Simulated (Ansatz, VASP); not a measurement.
One calculation of Li2ZrN3, two programs

```
Li Zr N
1.0
     4.07808    0.00000    0.00000
     0.00000    4.07808    0.00000
     0.00000    0.00000    5.17323
Li Zr N
2 1 3
Cartesian
  0.0000 2.0390 2.5866
  2.0390 0.0000 2.5866
  0.0000 0.0000 0.0000
  2.0390 2.0390 1.6571
  2.0390 2.0390 3.5161
  0.0000 0.0000 2.5866
```

Alike in both runs: task relaxation of cell and atoms; functional PBE; k mesh 4 × 4 × 4; occupations gaussian, width 0.1 eV; no spin polarisation.

|  | VASP | Ansatz |
| --- | --- | --- |
| version | VASP 6.6.1 | Ansatz 0.2.0 |
| potentials or method | VASP PAW PBE potentials, release 64 (Li_sv, Zr_sv, N), cutoff 600 eV | scalar-relativistic, plane waves, PAW |
| valence electrons in the cell | 33 | 33 |

|  | VASP | Ansatz | Ansatz less VASP |
| --- | --- | --- | --- |
| gap on the k mesh at the Fermi level, each at its own relaxed structure (eV) | none | none | - |
| relaxed volume (Å³/atom) | 11.62 | 11.74 | +0.122 |
| relaxed length of the cell vector where the two differ most in proportion (Å) | 4.084 | 4.104 | +0.0200 |

A gap of «none» marks a metal or a gap that the smearing closes.

The k mesh is coarse, so the values compare programs but aren't converged. Noted on VASP's run: the cutoff is under 1.25 times that of the potentials, so the pressure is a little rough; the volume moved by over 15 % at a fixed basis, so the end points are rough.
